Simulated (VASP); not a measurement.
# LiBr (Fm-3m) in VASP: settings compared

LiBr is run at these levels: PBE, r2SCAN; tasks: single point.

All numbers are computed with VASP 6.6.1; they aren't measurements. Logs are shortened: lines on timing, memory, paths and dates and some standing lists are left out, and cuts for length are marked.

## (1) The cell of the first run

It takes space group Fm-3m (No. 225, cubic). Conventional cell: a = 5.479 Å, b = 5.479 Å, c = 5.479 Å, α = 90.00°, β = 90.00°, γ = 90.00°. Within 3.6 Å of Li (site symmetry m-3m) lie 6 Br at 2.74 Å. Br (site symmetry m-3m) has 6 Li at 2.74 Å within 3.6 Å.

## (2) Single point, PBE

INCAR

```
PREC = Accurate
ENCUT = 750
EDIFF = 1E-6
ISMEAR = 0
SIGMA = 0.01
LREAL = False
LASPH = True
NELM = 120
ALGO = Normal
ISIF = 2
LWAVE = False
LCHARG = False
GGA = PE
NBANDS = 12
GGA_COMPAT = False
```

KPOINTS

```
Automatic mesh
0
Gamma
  6 6 6
```

POSCAR

```
LiBr
1.0
    0.0000000000      2.7395650427      2.7395650427
    2.7395650427      0.0000000000      2.7395650427
    2.7395650427      2.7395650427      0.0000000000
Li Br
1 1
Direct
    0.0000000000      0.0000000000      0.0000000000
    0.5000000000      0.5000000000      0.5000000000
```

Potentials or basis: VASP PAW PBE potentials, release 64 (Li_sv, Br).

On the command line:

```console
$ cat potpaw_PBE.64/Li_sv/POTCAR potpaw_PBE.64/Br/POTCAR > POTCAR
$ mpirun -np 1 vasp_std > vasp.out
```

OUTCAR:

```text
PREC = Accurate
   ENCUT = 750
   EDIFF = 1E-6
   ISMEAR = 0
   LREAL = False
   LASPH = True
   NELM = 120
   ISIF = 2
   GGA = PE

 ion  position               nearest neighbor table
   1  0.000  0.000  0.000-
   2  0.500  0.500  0.500-

  LATTYP: Found a face centered cubic cell.
 ALAT       =     5.4791300854

  Lattice vectors:

 A1 = (   0.0000000000,   2.7395650427,   2.7395650427)
 A2 = (   2.7395650427,   0.0000000000,   2.7395650427)
 A3 = (   2.7395650427,   2.7395650427,   0.0000000000)

Analysis of symmetry for initial positions (statically):
=====================================================================
 Subroutine PRICEL returns:
 Original cell was already a primitive cell.

 Routine SETGRP: Setting up the symmetry group for a
 face centered cubic supercell.

 Subroutine GETGRP returns: Found 48 space group operations
 (whereof 48 operations were pure point group operations)
 out of a pool of 48 trial point group operations.

The static configuration has the point symmetry O_h .

Analysis of symmetry for dynamics (positions and initial velocities):
=====================================================================
 Subroutine PRICEL returns:
 Original cell was already a primitive cell.

 Routine SETGRP: Setting up the symmetry group for a
 face centered cubic supercell.

 Subroutine GETGRP returns: Found 48 space group operations
 (whereof 48 operations were pure point group operations)
 out of a pool of 48 trial point group operations.

The dynamic configuration has the point symmetry O_h .

 Subroutine INISYM returns: Found 48 space group operations
 (whereof 48 operations are pure point group operations),
 and found     1 'primitive' translations

----------------------------------------------------------------------------------------

                                     Primitive cell

  volume of cell :      41.1221

  direct lattice vectors                    reciprocal lattice vectors
     0.000000000  2.739565043  2.739565043    -0.182510724  0.182510724  0.182510724
     2.739565043  0.000000000  2.739565043     0.182510724 -0.182510724  0.182510724
     2.739565043  2.739565043  0.000000000     0.182510724  0.182510724 -0.182510724

  length of vectors
     3.874330038  3.874330038  3.874330038     0.316117847  0.316117847  0.316117847

  position of ions in fractional coordinates (direct lattice)
     0.000000000  0.000000000  0.000000000
     0.500000000  0.500000000  0.500000000

  ion indices of the primitive-cell ions
   primitive index   ion index
                 1           1
                 2           2

----------------------------------------------------------------------------------------

 KPOINTS: Automatic mesh

Automatic generation of k-mesh.
 Grid dimensions read from file:
 generate k-points for:    6    6    6

 Generating k-lattice:

  Cartesian coordinates                     Fractional coordinates (reciprocal lattice)
    -0.030418454  0.030418454  0.030418454     0.166666667  0.000000000  0.000000000
     0.030418454 -0.030418454  0.030418454     0.000000000  0.166666667  0.000000000
     0.030418454  0.030418454 -0.030418454     0.000000000  0.000000000  0.166666667

  Length of vectors
     0.052686308  0.052686308  0.052686308

  Shift w.r.t. Gamma in fractional coordinates (k-lattice)
     0.000000000  0.000000000  0.000000000

 Subroutine IBZKPT returns following result:
 ===========================================

 Found     16 irreducible k-points:

 Following reciprocal coordinates:
            Coordinates               Weight
  0.000000  0.000000  0.000000      1.000000
  0.166667  0.000000  0.000000      8.000000
  0.333333  0.000000  0.000000      8.000000
  0.500000  0.000000  0.000000      4.000000
  0.166667  0.166667  0.000000      6.000000
  0.333333  0.166667  0.000000     24.000000
[... 8 lines left out ...]
 -0.333333  0.333333  0.166667     24.000000
 -0.333333  0.500000  0.166667     12.000000
   k-points           NKPTS =     16   k-points in BZ     NKDIM =     16   number of bands    NBANDS=     12
   number of dos      NEDOS =    301   number of ions     NIONS =      2
   total plane-waves  NPLWV =  46656
   dimension x,y,z NGX =    36 NGY =   36 NGZ =   36
   dimension x,y,z NGXF=    72 NGYF=   72 NGZF=   72
   ions per type =               1   1
   NGX,Y,Z   is equivalent  to a cutoff of  15.45, 15.45, 15.45 a.u.
   NGXF,Y,Z  is equivalent  to a cutoff of  30.89, 30.89, 30.89 a.u.
 SYSTEM =  unknown system
   PREC   = accura    normal or accurate (medium, high low for compatibility)
   ISTART =      0    job   : 0-new  1-cont  2-samecut
   ICHARG =      2    charge: 1-file 2-atom 10-const
   ISPIN  =      1    spin polarized calculation?
   LNONCOLLINEAR =      F non collinear calculations
   LSORBIT =      F    spin-orbit coupling
   LASPH  =      T    aspherical Exc in radial PAW
   ENCUT  =  750.0 eV  55.12 Ry    7.42 a.u.   8.65  8.65  8.65*2*pi/ulx,y,z
   NELM   =    120;   NELMIN=  2; NELMDL= -5     # of ELM steps
   EDIFF  = 0.1E-05   stopping-criterion for ELM
   LREAL  =      F    real-space projection
   EDIFFG = 0.1E-04   stopping-criterion for IOM
   NSW    =      0    number of steps for IOM
   IBRION =     -1    ionic relax: 0-MD 1-quasi-New 2-CG
   NFREE  =      0    steps in history (QN), initial steepest desc. (CG)
   ISIF   =      2    stress and relaxation
   ISYM   =      2    0-nonsym 1-usesym 2-fastsym
   POTIM  = 0.5000    time-step for ionic-motion
   TEBEG  =    0.0;   TEEND  =   0.0 temperature during run
   PSTRESS=    0.0 pullay stress
   NELECT =      10.0000    total number of electrons
   NUPDOWN=      -1.0000    fix difference up-down
   EMIN   =  10.00;   EMAX   =-10.00  energy-range for DOS
   EFERMI =   0.00;   METHOD = LEGACY
   ISMEAR =     0;   SIGMA  =   0.01  broadening in eV -4-tet -1-fermi 0-gaus
   EFERMI_NEDOS =   21; number of points for ismear=-14 and -15
   IALGO  =     38    algorithm
   IMIX   =      4    mixing-type and parameters
     AMIX     =   0.40;   BMIX     =  1.00
     AMIX_MAG =   1.60;   BMIX_MAG =  1.00
  volume/ion in A,a.u.               =      20.56       138.75
  Fermi-wavevector in a.u.,A,eV,Ry     =   1.021841  1.930999 14.206639  1.044159
  Thomas-Fermi vector in A             =   2.155487
   LORBIT       =      0    0 simple, 1 ext, 2 COOP (PROOUT), +10 PAW based schemes
   GGA     = PE    functional components
   LHFCALC =     F    Hartree Fock is set to
   AEXX    =    0.0000 exact exchange contribution
   IVDW    =     0    specifies the selected vdW correction
   LEPSILON=     F    determine dielectric tensor
   LRPA    =     F    only Hartree local field effects (RPA)
 non-spin polarized calculation
 Gauss-broadening in eV      SIGMA  =   0.01
  energy-cutoff  :      750.00
  volume of cell :       41.12
 maximum number of plane-waves:      1936
 NGX is ok and might be reduce to    36
   NGX = 17   NGY = 17   NGZ = 17

 number of electron      10.0000001 magnetization

 Free energy of the ion-electron system (eV)
  ---------------------------------------------------
  ext. energy  EPLUGINS =         0.00000000
  ---------------------------------------------------
  free energy    TOTEN  =        -6.64022562 eV

  energy without entropy =       -6.64022562  energy(sigma->0) =       -6.64022562

 E-fermi :   0.4878     XC(G=0):  -8.4758

 val. band max:        0.3962386721   @ k =   0.0000   0.0000   0.0000
 cond. band min:       5.3907366741   @ k =   0.0000   0.0000   0.0000
 fundamental gap:      4.9944980020
 Fermi energy:         0.4877835041

 k-point     1 :       0.0000    0.0000    0.0000
  band No.  band energies     occupation
      1     -43.9835      2.00000
      2     -13.0770      2.00000
      3       0.3962      2.00000
      4       0.3962      2.00000
      5       0.3962      2.00000
      6       5.3907      0.00000
      7      10.9061      0.00000
      8      10.9061      0.00000
      9      10.9061      0.00000
     10      12.6906      0.00000
     11      12.6906      0.00000
     12      12.6906      0.00000

 k-point     2 :       0.1667    0.0000    0.0000
  band No.  band energies     occupation
      1     -43.9832      2.00000
      2     -12.9647      2.00000
      3      -0.5572      2.00000
      4       0.3235      2.00000
      5       0.3235      2.00000
      6       6.1681      0.00000
      7       9.9888      0.00000
      8      10.3754      0.00000
      9      10.3754      0.00000
     10      11.9960      0.00000
     11      11.9960      0.00000
     12      13.1823      0.00000

 k-point     3 :       0.3333    0.0000    0.0000
  band No.  band energies     occupation
      1     -43.9827      2.00000
      2     -12.7226      2.00000
      3      -1.9503      2.00000
      4       0.1903      2.00000
      5       0.1903      2.00000
      6       6.2810      0.00000
      7       9.0016      0.00000
      8       9.0016      0.00000
      9      10.9991      0.00000
     10      13.7303      0.00000
     11      13.8892      0.00000
     12      13.8892      0.00000

 k-point     4 :       0.5000    0.0000    0.0000
  band No.  band energies     occupation
      1     -43.9824      2.00000
      2     -12.5911      2.00000
      3      -2.5316      2.00000
      4       0.1292      2.00000
      5       0.1292      2.00000
      6       6.0273      0.00000
      7       8.5046      0.00000
      8       8.5046      0.00000
      9      12.2707      0.00000
     10      14.4854      0.00000
     11      16.1980      0.00000
     12      16.1980      0.00000

 k-point     5 :       0.1667    0.1667    0.0000
  band No.  band energies     occupation
      1     -43.9831      2.00000
      2     -12.9256      2.00000
      3      -0.4851      2.00000
      4       0.0668      2.00000
      5       0.0668      2.00000
      6       6.7242      0.00000
      7       9.4621      0.00000
      8       9.4990      0.00000
      9      11.0889      0.00000
     10      11.0889      0.00000
     11      14.0707      0.00000
     12      14.2464      0.00000
[... 108 lines left out ...]
      1     -43.9820      2.00000
      2     -12.3939      2.00000
      3      -2.5370      2.00000
      4      -0.7634      2.00000
      5      -0.7634      2.00000
      6       6.6604      0.00000
      7       7.4907      0.00000
      8      12.1201      0.00000
      9      12.9123      0.00000
     10      12.9123      0.00000
     11      16.1862      0.00000
     12      17.9398      0.00000

 k-point    14 :       0.5000    0.3333    0.1667
  band No.  band energies     occupation
      1     -43.9823      2.00000
      2     -12.5429      2.00000
      3      -1.9385      2.00000
      4      -1.0275      2.00000
      5      -0.2749      2.00000
      6       7.9832      0.00000
      7       8.4950      0.00000
      8       8.9900      0.00000
      9      10.9462      0.00000
     10      12.8008      0.00000
     11      16.3024      0.00000
     12      16.6185      0.00000

 k-point    15 :      -0.3333    0.3333    0.1667
  band No.  band energies     occupation
      1     -43.9821      2.00000
      2     -12.4487      2.00000
      3      -2.0567      2.00000
      4      -1.4012      2.00000
      5      -0.4521      2.00000
      6       8.0923      0.00000
      7       8.3088      0.00000
      8      10.1278      0.00000
      9      10.5433      0.00000
     10      13.6666      0.00000
     11      14.4476      0.00000
     12      17.4192      0.00000

 k-point    16 :      -0.3333    0.5000    0.1667
  band No.  band energies     occupation
      1     -43.9820      2.00000
      2     -12.3976      2.00000
      3      -2.1839      2.00000
      4      -1.3227      2.00000
      5      -0.7640      2.00000
      6       7.5738      0.00000
      7       8.7175      0.00000
      8      10.2229      0.00000
      9      11.0047      0.00000
     10      13.5761      0.00000
     11      15.7300      0.00000
     12      17.7387      0.00000

------------------------ aborting loop because EDIFF is reached ----------------------------------------

  FORCE on cell =-STRESS in cart. coord.  units (eV):
  Direction    XX          YY          ZZ          XY          YZ          ZX
  --------------------------------------------------------------------------------------
  -------------------------------------------------------------------------------------
  Total        0.1073761      0.1073761      0.1073761      0.0000000      0.0000000      0.0000000
  in kB        4.1835333      4.1835333      4.1835333      0.0000000      0.0000000      0.0000000
  external PRESSURE =       4.1835333 kB  Pullay stress =       0.0000000 kB

 VOLUME and BASIS-vectors are now :
 -----------------------------------------------------------------------------
  energy-cutoff  :      750.00
  volume of cell :       41.12
      direct lattice vectors                 reciprocal lattice vectors
     0.000000000  2.739565043  2.739565043    -0.182510724  0.182510724  0.182510724
     2.739565043  0.000000000  2.739565043     0.182510724 -0.182510724  0.182510724
     2.739565043  2.739565043  0.000000000     0.182510724  0.182510724 -0.182510724

 POSITION                                       TOTAL-FORCE (eV/Angst)
 -----------------------------------------------------------------------------------
      0.00000      0.00000      0.00000         0.000000      0.000000      0.000000
      2.73957      2.73957      2.73957        -0.000000     -0.000000     -0.000000
 -----------------------------------------------------------------------------------
    total drift:                                0.000000      0.000000      0.000000

  FREE ENERGIE OF THE ION-ELECTRON SYSTEM (eV)
  ---------------------------------------------------
  free  energy   TOTEN  =        -6.6402256176 eV

  energy  without entropy=       -6.6402256176  energy(sigma->0) =       -6.64022562
```

Wall time 20 s (1 thread of Intel Xeon 8259CL, shared host); peak memory 0.21 GiB.

What came out:

```yaml
Free_energy: -6.6402 eV
Pressure: 0.4 GPa
Band_gap_on_the_k_mesh: 4.99 eV
```

## (3) Single point, PBE

INCAR

```
SYSTEM = LiBr
ALGO = Normal
EDIFF = 1E-6
ENCUT = 750
GGA = PE
GGA_COMPAT = .False.
ISIF = 2
ISMEAR = 0
LASPH = .True.
LCHARG = .False.
LREAL = .False.
LWAVE = .False.
NBANDS = 12
NELM = 120
PREC = Accurate
SIGMA = 0.01
```

KPOINTS

```
k-points
0
Gamma
  6 6 6
  0 0 0
```

POSCAR is that of step 2.

Potentials or basis: VASP PAW PBE potentials, release 64 (Li_sv, Br).

On the command line:

```console
$ cat potpaw_PBE.64/Li_sv/POTCAR potpaw_PBE.64/Br/POTCAR > POTCAR
$ mpirun -np 1 vasp_std > vasp.out
```

Run time: 20 s. Hardware: 1 thread of Intel Xeon 8259CL, shared host; peak memory 0.21 GiB.

It converged, with:

```yaml
Free_energy: -6.6402 eV
Pressure: 0.4 GPa
Band_gap_on_the_k_mesh: 4.99 eV
```

Levels at points of the mesh, in eV from the valence-band top:
```
           k point  band 3  band 4  band 5  band 6  band 7  band 8
(0.00, 0.00, 0.00)    0.00    0.00    0.00    4.99   10.51   10.51
(0.50, 0.00, 0.00)   -2.93   -0.27   -0.27    5.63    8.11    8.11
(0.50, 0.50, 0.00)   -2.93   -1.16   -1.16    6.26    7.09   11.72
```

## (4) Single point, PBE

INCAR

```
SYSTEM = LiBr
ALGO     = Normal         ! electronic algorithm
EDIFF    = 1E-6           ! SCF threshold, eV
ENCUT    = 750            ! plane-wave cutoff, eV
GGA      = PE             ! functional
GGA_COMPAT= .FALSE.      
ISIF     = 2              ! what is computed and relaxed
ISMEAR   = 0              ! smearing method
LASPH    = .TRUE.         ! aspherical terms in the spheres
LCHARG   = .TRUE.         ! write CHGCAR
LELF     = .TRUE.         ! ELF
LREAL    = .FALSE.        ! projectors in reciprocal space
LVHAR    = .TRUE.       
LWAVE    = .FALSE.        ! write WAVECAR
NBANDS   = 12             ! bands
NELM     = 120            ! most SCF steps
PREC     = Accurate       ! precision mode
SIGMA    = 0.01           ! smearing width, eV
```

KPOINTS

```
k-points
0
G
  8 8 8
  0 0 0
```

POSCAR is that of step 3.

On the command line:

```console
$ cat potpaw_PBE.64/Li_sv/POTCAR potpaw_PBE.64/Br/POTCAR > POTCAR
$ mpirun -np 1 vasp_std > vasp.out
```

Run time: 29 s. Hardware: 1 thread of Intel Xeon 8259CL, shared host; peak memory 0.21 GiB.

It converged, with:

| Item | Value |
| --- | --- |
| Free energy | -6.6406 eV |
| Pressure | 0.4 GPa |
| Band gap on the k mesh | 4.99 eV |

Levels at points of the mesh, in eV from the valence-band top:
| k point | band 1 | band 2 | band 3 | band 4 | band 5 | band 6 | band 7 | band 8 | band 9 | band 10 |
| --- | --- | --- | --- | --- | --- | --- | --- | --- | --- | --- |
| (0.00, 0.00, 0.00) | -44.38 | -13.47 | 0.00 | 0.00 | 0.00 | 4.99 | 10.51 | 10.51 | 10.51 | 12.29 |
| (0.50, 0.00, 0.00) | -44.38 | -12.99 | -2.93 | -0.27 | -0.27 | 5.63 | 8.11 | 8.11 | 11.87 | 14.09 |
| (0.50, 0.50, 0.00) | -44.38 | -12.79 | -2.93 | -1.16 | -1.16 | 6.26 | 7.09 | 11.72 | 12.52 | 12.52 |

## (5) Single point, r2SCAN

POSCAR is that of step 4.

INCAR.step1

```
PREC = Accurate ; ENCUT = 830
ISMEAR = 0 ; SIGMA = 0.01
LREAL = F ; LASPH = T
NELM = 120 ; NBANDS = 12
GGA = PE ; ALGO = Normal
EDIFF = 1E-5 ; LWAVE = T
LCHARG = F ; GGA_COMPAT = F
```

INCAR.step2

```
PREC = Accurate ; ENCUT = 830
EDIFF = 1E-6 ; ISMEAR = 0
SIGMA = 0.01 ; LREAL = F
LASPH = T ; NELM = 120
ALGO = Normal ; ISIF = 2
LWAVE = F ; LCHARG = F
METAGGA = R2SCAN ; LMIXTAU = T
NBANDS = 12 ; ISTART = 1
GGA_COMPAT = F
```

KPOINTS

```
Automatic mesh
0
Gamma
  6 6 6
```

On the command line:

```console
$ cat potpaw_PBE.64/Li_sv/POTCAR potpaw_PBE.64/Br/POTCAR > POTCAR
$ cp INCAR.step1 INCAR
$ mpirun -np 1 vasp_std > vasp.out
$ cp INCAR.step2 INCAR
$ mpirun -np 1 vasp_std > vasp.out
```

Wall time 1.8 min (1 thread of Intel Xeon 8259CL, shared host); peak memory 0.23 GiB.

The run converged. Its results:

```yaml
Free_energy: -19.1510 eV
Pressure: -0.4 GPa
Band_gap_on_the_k_mesh: 5.93 eV
```

Levels at points of the mesh, in eV from the valence-band top:
```tsv
k point	band 2	band 3	band 4	band 5	band 6	band 7	band 8	band 9
(0.00, 0.00, 0.00)	-13.94	0.00	0.00	0.00	5.93	11.23	11.23	11.23
(0.50, 0.00, 0.00)	-13.44	-2.94	-0.28	-0.28	6.40	8.89	8.89	13.10
(0.50, 0.50, 0.00)	-13.23	-2.96	-1.18	-1.18	7.11	7.73	12.82	13.73
```

Caveat: the PAW data sets were made with another functional, which shifts forces and pressure a little. A k mesh can miss the band edges.

## (6) Overview

| level | k mesh | cutoff (eV) | gap on the mesh (eV) | pressure (GPa) |
| --- | --- | --- | --- | --- |
| PBE | 6 × 6 × 6 | 750 | 4.99 | 0.4 |
| PBE | 8 × 8 × 8 | 750 | 4.99 | 0.4 |
| r2SCAN | 6 × 6 × 6 | 830 | 5.93 | -0.4 |

Alike in all rows: task single point; potentials or basis VASP PAW PBE potentials, release 64 (Li_sv, Br); no spin polarisation; cell as given; smearing gaussian 0.01 eV.

On the cell as given the gap runs from 4.99 eV (PBE) to 5.93 eV (r2SCAN); the meshes differ, which moves gaps too. The pressure there spans -0.4 GPa (r2SCAN) to 0.4 GPa (PBE); a positive pressure means that this level wants a larger cell, a negative one a smaller.

Caveats: the PAW data sets were made with another functional, which shifts forces and pressure a little (at least some runs).

Absolute energies hang on the potentials; compare differences alone.
